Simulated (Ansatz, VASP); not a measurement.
**V in VASP and in Ansatz**

The input INCAR:

```
SYSTEM = V
PREC = Accurate ; ENCUT = 520
EDIFF = 1E-6 ; ISMEAR = -1
SIGMA = 0.1 ; LREAL = .False.
LASPH = .True. ; NELM = 60
ALGO = Normal ; ISIF = 2
LWAVE = .False. ; LCHARG = .False.
GGA = PE ; NBANDS = 20
```

Contents of KPOINTS:

```
Automatic mesh
0
Gamma
  18 18 10
  0 0 0
```

POSCAR

```
V
1.0
    2.5695689750      0.0000000000      0.0000000000
   -1.2847844875      2.2253120091      0.0000000000
    0.0000000000      0.0000000000      4.6076780054
V
2
Direct
    0.3333333333      0.6666666667      0.2500000000
    0.6666666667      0.3333333333      0.7500000000
```

Input for Ansatz:

```yaml
crystal:
  lattice:
    - [2.569568975, 0.0, 0.0]
    - [-1.2847844875, 2.2253120091, 0.0]
    - [0.0, 0.0, 4.6076780054]
  atoms:
    - { symbol: V, position: [0.3333333333, 0.6666666667, 0.25] }
    - { symbol: V, position: [0.6666666667, 0.3333333333, 0.75] }
kpoints:
  mp_grid: { grid: [18, 18, 10] }
scf:
  occupations: { method: fermi_dirac, width: 0.1 }
hamiltonian:
  xc: pbe
  pseudopotentials: { kind: all_electron, lapw: { basis_error: 0.001 } }
output:
  forces: true
  stress: true
  eigenvalues: true
  populations: true
```

Change from the starting cell: volume scaled by 0.95, LAPW.

Alike in both runs: task single point; functional PBE; k mesh 18 × 18 × 10; occupations fermi-dirac, width 0.1 eV; no spin polarisation.

|  | VASP | Ansatz |
| --- | --- | --- |
| version | VASP 6.6.1 | Ansatz 0.2.0 |
| potentials or method | VASP PAW PBE potentials, release 64 (V_sv), cutoff 520 eV | all-electron LAPW, scalar-relativistic |

```tsv
	VASP	Ansatz	Ansatz less VASP
pressure (GPa)	10.0	9.7	-0.29
```

Ansatz ran all-electron here, and VASP with PAW potentials.
